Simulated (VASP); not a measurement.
# Be (P6_3/mmc) in VASP: notebook

Be is run at these levels: PBE+D3(BJ); tasks: single point, relaxation of cell and atoms.

Everything below comes from runs of VASP 6.6.1. Logs are shortened: lines on timing, memory, paths and dates and some standing lists are left out, and cuts for length are marked.

## (1) The cell of the first run

The structure is hexagonal, space group P6_3/mmc (No. 194). Conventional cell: a = 2.214 Å, b = 2.214 Å, c = 3.500 Å, α = 90.00°, β = 90.00°, γ = 120.00°. Within 2.9 Å of Be (site symmetry -6m2) lie 12 Be at 2.17 to 2.21 Å.

## (2) Single point, PBE+D3(BJ)

INCAR

```
  PREC = Accurate
  ENCUT = 520
  EDIFF = 1E-6
  ISMEAR = 0
  SIGMA = 0.1
  LREAL = F
  LASPH = T
  NELM = 80
  ALGO = Normal
  ISIF = 2
  LWAVE = F
  LCHARG = F
  GGA = PE
  IVDW = 12
  NBANDS = 9
```

KPOINTS

```
regular mesh
0
Gamma
  21 21 12
```

POSCAR

```
Be
1.0
    2.2143820930      0.0000000000      0.0000000000
   -1.1071910465      1.9177111462      0.0000000000
    0.0000000000      0.0000000000      3.5001044533
Be
2
Direct
    0.3333333333      0.6666666667      0.2500000000
    0.6666666667      0.3333333333      0.7500000000
```

Potentials or basis: VASP PAW PBE potentials, release 64 (Be).

Launch:

```bash
cat potpaw_PBE.64/Be/POTCAR > POTCAR
mpirun -np 1 vasp_std > vasp.out
```

OUTCAR:

```text
PREC = Accurate
   ENCUT = 520
   EDIFF = 1E-6
   ISMEAR = 0
   LREAL = F
   LASPH = T
   NELM = 80
   ISIF = 2
   GGA = PE
   IVDW = 12
 IVDW          = 12

 ion  position               nearest neighbor table
   1  0.333  0.667  0.250-   2 2.17   2 2.17   2 2.17   2 2.17   2 2.17   2 2.17
   2  0.667  0.333  0.750-   1 2.17   1 2.17   1 2.17   1 2.17   1 2.17   1 2.17

  LATTYP: Found a hexagonal cell.
 ALAT       =     2.2143820930
 C/A-ratio  =     1.5806235357

  Lattice vectors:

 A1 = (   2.2143820930,   0.0000000000,   0.0000000000)
 A2 = (  -1.1071910465,   1.9177111462,   0.0000000000)
 A3 = (   0.0000000000,   0.0000000000,   3.5001044533)

Analysis of symmetry for initial positions (statically):
=====================================================================
 Subroutine PRICEL returns:
 Original cell was already a primitive cell.

 Routine SETGRP: Setting up the symmetry group for a
 hexagonal supercell.

 Subroutine GETGRP returns: Found 24 space group operations
 (whereof 12 operations were pure point group operations)
 out of a pool of 24 trial point group operations.

The static configuration has the point symmetry D_3d.
 The point group associated with its full space group is D_6h.

Analysis of symmetry for dynamics (positions and initial velocities):
=====================================================================
 Subroutine PRICEL returns:
 Original cell was already a primitive cell.

 Routine SETGRP: Setting up the symmetry group for a
 hexagonal supercell.

 Subroutine GETGRP returns: Found 24 space group operations
 (whereof 12 operations were pure point group operations)
 out of a pool of 24 trial point group operations.

The dynamic configuration has the point symmetry D_3d.
 The point group associated with its full space group is D_6h.

 Subroutine INISYM returns: Found 24 space group operations
 (whereof 12 operations are pure point group operations),
 and found     1 'primitive' translations

----------------------------------------------------------------------------------------

                                     Primitive cell

  volume of cell :      14.8634

  direct lattice vectors                    reciprocal lattice vectors
     2.214382093  0.000000000  0.000000000     0.451593247  0.260727483  0.000000000
    -1.107191047  1.917711146  0.000000000     0.000000000  0.521454966  0.000000000
     0.000000000  0.000000000  3.500104453     0.000000000  0.000000000  0.285705759

  length of vectors
     2.214382093  2.214382093  3.500104453     0.521454966  0.521454966  0.285705759

  position of ions in fractional coordinates (direct lattice)
     0.333333333  0.666666667  0.250000000
     0.666666667  0.333333333  0.750000000

  ion indices of the primitive-cell ions
   primitive index   ion index
                 1           1
                 2           2

----------------------------------------------------------------------------------------

 KPOINTS: regular mesh

Automatic generation of k-mesh.
 Grid dimensions read from file:
 generate k-points for:   21   21   12

 Generating k-lattice:

  Cartesian coordinates                     Fractional coordinates (reciprocal lattice)
     0.021504440  0.012415594  0.000000000     0.047619048  0.000000000  0.000000000
     0.000000000  0.024831189  0.000000000     0.000000000  0.047619048  0.000000000
     0.000000000  0.000000000  0.023808813     0.000000000  0.000000000  0.083333333

  Length of vectors
     0.024831189  0.024831189  0.023808813

  Shift w.r.t. Gamma in fractional coordinates (k-lattice)
     0.000000000  0.000000000  0.000000000

 Subroutine IBZKPT returns following result:
 ===========================================

 Found    336 irreducible k-points:

 Following reciprocal coordinates:
            Coordinates               Weight
  0.000000  0.000000  0.000000      1.000000
  0.047619  0.000000  0.000000      6.000000
  0.095238  0.000000  0.000000      6.000000
  0.142857 -0.000000  0.000000      6.000000
  0.190476  0.000000  0.000000      6.000000
  0.238095 -0.000000  0.000000      6.000000
[... 16 lines left out ...]
  0.142857  0.095238  0.000000     12.000000
  0.190476  0.095238  0.000000     12.000000
 [... further k-points ...]
   k-points           NKPTS =    336   k-points in BZ     NKDIM =    336   number of bands    NBANDS=      9
   number of dos      NEDOS =    301   number of ions     NIONS =      2
   total plane-waves  NPLWV =   7168
   dimension x,y,z NGX =    16 NGY =   16 NGZ =   28
   dimension x,y,z NGXF=    32 NGYF=   32 NGZF=   56
   ions per type =               2
   NGX,Y,Z   is equivalent  to a cutoff of  12.01, 12.01, 13.30 a.u.
   NGXF,Y,Z  is equivalent  to a cutoff of  24.02, 24.02, 26.60 a.u.
 SYSTEM =  unknown system
   PREC   = accura    normal or accurate (medium, high low for compatibility)
   ISTART =      0    job   : 0-new  1-cont  2-samecut
   ICHARG =      2    charge: 1-file 2-atom 10-const
   ISPIN  =      1    spin polarized calculation?
   LNONCOLLINEAR =      F non collinear calculations
   LSORBIT =      F    spin-orbit coupling
   LASPH  =      T    aspherical Exc in radial PAW
   ENCUT  =  520.0 eV  38.22 Ry    6.18 a.u.   4.12  4.12  6.51*2*pi/ulx,y,z
   NELM   =     80;   NELMIN=  2; NELMDL= -5     # of ELM steps
   EDIFF  = 0.1E-05   stopping-criterion for ELM
   LREAL  =      F    real-space projection
   EDIFFG = 0.1E-04   stopping-criterion for IOM
   NSW    =      0    number of steps for IOM
   IBRION =     -1    ionic relax: 0-MD 1-quasi-New 2-CG
   NFREE  =      0    steps in history (QN), initial steepest desc. (CG)
   ISIF   =      2    stress and relaxation
   ISYM   =      2    0-nonsym 1-usesym 2-fastsym
   POTIM  = 0.5000    time-step for ionic-motion
   TEBEG  =    0.0;   TEEND  =   0.0 temperature during run
   PSTRESS=    0.0 pullay stress
   NELECT =       4.0000    total number of electrons
   NUPDOWN=      -1.0000    fix difference up-down
   EMIN   =  10.00;   EMAX   =-10.00  energy-range for DOS
   EFERMI =   0.00;   METHOD = LEGACY
   ISMEAR =     0;   SIGMA  =   0.10  broadening in eV -4-tet -1-fermi 0-gaus
   EFERMI_NEDOS =   21; number of points for ismear=-14 and -15
   IALGO  =     38    algorithm
   IMIX   =      4    mixing-type and parameters
     AMIX     =   0.40;   BMIX     =  1.00
     AMIX_MAG =   1.60;   BMIX_MAG =  1.00
  volume/ion in A,a.u.               =       7.43        50.15
  Fermi-wavevector in a.u.,A,eV,Ry     =   1.056954  1.997353 15.199760  1.117151
  Thomas-Fermi vector in A             =   2.192208
   LORBIT       =      0    0 simple, 1 ext, 2 COOP (PROOUT), +10 PAW based schemes
   GGA     = PE    functional components
   LHFCALC =     F    Hartree Fock is set to
   AEXX    =    0.0000 exact exchange contribution
   IVDW    =    12    specifies the selected vdW correction
   LEPSILON=     F    determine dielectric tensor
   LRPA    =     F    only Hartree local field effects (RPA)
 non-spin polarized calculation
 Gauss-broadening in eV      SIGMA  =   0.10
  energy-cutoff  :      520.00
  volume of cell :       14.86
 maximum number of plane-waves:       418
   NGX =  9   NGY =  9   NGZ = 13

 number of electron       4.0000000 magnetization

 Free energy of the ion-electron system (eV)
  ---------------------------------------------------
  ext. energy  EPLUGINS =         0.00000000
  ---------------------------------------------------
  free energy    TOTEN  =        -7.50564199 eV

  energy without entropy =       -7.50423504  energy(sigma->0) =       -7.50493851

 E-fermi :   7.5896     XC(G=0): -10.8110

 val. band max:        7.5788544544   @ k =   0.3333   0.0476   0.0000
 cond. band min:       7.6228775708   @ k =   0.3333   0.2857   0.0833
 fundamental gap:      0.0440231164
 Fermi energy:         7.5896035992

 k-point     1 :       0.0000    0.0000    0.0000
  band No.  band energies     occupation
      1      -4.1507      2.00000
      2       2.8388      2.00000
      3       8.8054      0.00000
      4      24.4163      0.00000
      5      24.4163      0.00000
      6      27.3683      0.00000
      7      27.3683      0.00000
      8      29.4526      0.00000
      9      35.7505      0.00000

 k-point     2 :       0.0476    0.0000    0.0000
  band No.  band energies     occupation
      1      -4.0839      2.00000
      2       2.9282      2.00000
      3       8.8220      0.00000
      4      23.8326      0.00000
      5      23.9590      0.00000
      6      27.3823      0.00000
      7      27.6257      0.00000
      8      29.3314      0.00000
      9      34.5618      0.00000

 k-point     3 :       0.0952    0.0000    0.0000
  band No.  band energies     occupation
      1      -3.8834      2.00000
      2       3.1964      2.00000
      3       8.8689      0.00000
      4      22.3523      0.00000
      5      22.9888      0.00000
      6      27.3742      0.00000
      7      27.9587      0.00000
      8      28.9165      0.00000
      9      32.7019      0.00000

 k-point     4 :       0.1429   -0.0000    0.0000
  band No.  band energies     occupation
      1      -3.5489      2.00000
      2       3.6427      2.00000
      3       8.9338      0.00000
      4      20.4388      0.00000
      5      21.9094      0.00000
      6      27.2431      0.00000
      7      27.9642      0.00000
      8      28.0652      0.00000
      9      30.7190      0.00000
[... 205 lines left out ...]
 k-point    22 :       0.0952    0.0952    0.0000
  band No.  band energies     occupation
      1      -3.3479      2.00000
      2       3.9102      2.00000
      3       8.9744      0.00000
      4      19.9298      0.00000
      5      20.6883      0.00000
      6      27.2351      0.00000
      7      27.5767      0.00000
      8      27.6042      0.00000
      9      31.5998      0.00000

 k-point    23 :       0.1429    0.0952    0.0000
  band No.  band energies     occupation
      1      -2.8785      2.00000
      2       4.5328      2.00000
      3       9.0342      0.00000
      4      18.0766      0.00000
      5      19.6066      0.00000
      6      26.3204      0.00000
      7      26.6339      0.00000
      8      27.0019      0.00000
      9      30.9393      0.00000

 k-point    24 :       0.1905    0.0952    0.0000
  band No.  band energies     occupation
      1      -2.2746      2.00000
      2       5.3301      2.00000
      3       9.0320      0.00000
      4      16.2214      0.00000
      5      18.6592      0.00000
      6      24.5928      0.00000
      7      25.4514      0.00000
      8      26.4930      0.00000
      9      30.3574      0.00000

 [... further k-points ...]

------------------------ aborting loop because EDIFF is reached ----------------------------------------

 Edisp (eV)   -0.75725

 E8    (eV) :    -0.2626

  FORCE on cell =-STRESS in cart. coord.  units (eV):
  Direction    XX          YY          ZZ          XY          YZ          ZX
  --------------------------------------------------------------------------------------
  -------------------------------------------------------------------------------------
  Total       0.01433     0.01433     0.01752     0.00000     0.00000     0.00000
  in kB       1.54420     1.54420     1.88806     0.00000     0.00000     0.00000
  external pressure =        1.66 kB  Pullay stress =        0.00 kB

 VOLUME and BASIS-vectors are now :
 -----------------------------------------------------------------------------
  energy-cutoff  :      520.00
  volume of cell :       14.86
      direct lattice vectors                 reciprocal lattice vectors
     2.214382093  0.000000000  0.000000000     0.451593247  0.260727483  0.000000000
    -1.107191047  1.917711146  0.000000000     0.000000000  0.521454966  0.000000000
     0.000000000  0.000000000  3.500104453     0.000000000  0.000000000  0.285705759

 POSITION                                       TOTAL-FORCE (eV/Angst)
 -----------------------------------------------------------------------------------
     -0.00000      1.27847      0.87503        -0.000000      0.000000      0.000000
      1.10719      0.63924      2.62508         0.000000     -0.000000      0.000000
 -----------------------------------------------------------------------------------
    total drift:                                0.000000     -0.000000      0.000000

  FREE ENERGIE OF THE ION-ELECTRON SYSTEM (eV)
  ---------------------------------------------------
  free  energy   TOTEN  =        -8.2628941291 eV

  energy  without entropy=       -8.2614871783  energy(sigma->0) =       -8.26219065
```

Run time: 18 s. Hardware: 1 thread of AMD EPYC 7R13 (Zen 3), shared host; peak memory 0.13 GiB.

What came out:

- Free energy: -8.2629 eV
- Pressure: 0.2 GPa
- Band gap on the k mesh: zero (bands 2 and 3 overlap by 2.15 eV)
- Dispersion energy per atom: -0.379 eV

[end of part 1 of 2]
